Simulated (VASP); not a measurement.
TlBr: G0W0 quasiparticle levels with PBE

TlBr:

```xyz
2
Lattice="3.9949 0.0000 0.0000 0.0000 3.9949 0.0000 0.0000 0.0000 3.9949" Properties=species:S:1:pos:R:3 pbc="T T T"
Tl    0.0000    0.0000    0.0000
Br    1.9975    1.9975    1.9975
```

```yaml
Program: VASP 6.6.1
Task: G0W0 quasiparticle levels
Functional: PBE
Potentials_or_basis: VASP PAW PBE potentials, release 64 (Tl_d_GW, Br_GW)
Cutoff: 500 eV
k_mesh: 4 × 4 × 4
Occupations: gaussian, width 0.01 eV
Spin: no spin polarisation
Dipole_correction: no
GW_scheme: G0W0
GW_iterations: 1
Cutoff_of_the_response_function: 140
Frequency_points: 96
Empty_bands: 239
Further_INCAR_settings: ALGO = EVGW0; EDIFF = 1e-08; NBANDS = 250
```

```
Quasiparticle gap                                   : 2.95 eV
Least direct quasiparticle gap                      : 2.95 eV
Band gap of the starting levels on the mesh         : 1.88 eV
Least direct gap of the starting levels on the mesh : 1.88 eV
```

It took 17 min on 1 thread of Intel Xeon 8259CL, on a shared host, peak memory 0.92 GiB.

Caveat: the k points lie up to 0.39 Å⁻¹ apart; bands, screening cutoff and mesh are small and nothing is extrapolated, so the quasiparticle values aren't converged; spin-orbit coupling is left out, which moves the levels of the heavy elements.
